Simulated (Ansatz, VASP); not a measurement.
# Two plane-wave programs on MoS2

```
S Mo
1.0
     3.11978    0.00000    0.00000
    -1.55989    2.70181    0.00000
     0.00000    0.00000   15.61498
S Mo
2 1
Cartesian
  0.0000 1.8012 14.0621
  0.0000 1.8012 1.5529
  0.0000 0.0000 0.0000
```

Alike in both runs: functional LDA; k mesh 12 × 12 × 2; occupations gaussian, width 0.02 eV; no spin polarisation.

Ansatz relaxed the structure, and its values are those at the end. VASP's run is a single point on that final structure, the one shown.

|  | VASP | Ansatz |
| --- | --- | --- |
| version | VASP 6.6.1 | Ansatz 0.2.0 |
| potentials or method | VASP PAW LDA potentials, release 64 (S, Mo_sv), cutoff 520 eV | scalar-relativistic, plane waves, PAW |
| valence electrons in the cell | 26 | 26 |

Ansatz gave:

- gap on the k mesh at the Fermi level (eV): 1.86
- least direct gap on the mesh (eV): 1.86
- rms of the force components (eV/Å): 0.000

Question: Estimate VASP's values.

Answer: gap on the k mesh at the Fermi level (eV): 1.87; least direct gap on the mesh (eV): 1.87; rms of the force components (eV/Å): 0.008.

LDA's correlation is that of Perdew and Zunger in VASP and of Perdew and Wang (1992) in Ansatz.
